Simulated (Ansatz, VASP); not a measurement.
## Two plane-wave programs on SiC

```
CELL_PARAMETERS angstrom
3.09194 0.00000 0.00000
-1.54597 2.67770 0.00000
0.00000 0.00000 5.07429
ATOMIC_POSITIONS crystal
Si 0.00000 0.00000 0.99958
Si 0.33333 0.66667 0.49958
C 0.00000 0.00000 0.37542
C 0.33333 0.66667 0.87542
```

Alike in both runs: functional PBE; k mesh 12 × 12 × 6; occupations gaussian, width 0.02 eV; no spin polarisation.

Ansatz relaxed the structure, and its values are those at the end. VASP's run is a single point on that final structure, the one shown.

```csv
,VASP,Ansatz
version,VASP 6.6.1,Ansatz 0.2.0
potentials or method,"VASP PAW PBE potentials, release 64 (Si, C), cutoff 520 eV","scalar-relativistic, plane waves, PAW"
valence electrons in the cell,16,16
```

```tsv
	VASP	Ansatz	Ansatz less VASP
gap on the k mesh at the Fermi level (eV)	2.30	2.31	+0.004
least direct gap on the mesh (eV)	3.94	3.94	+0.003
pressure (GPa)	0.0	0.0	+0.05
```
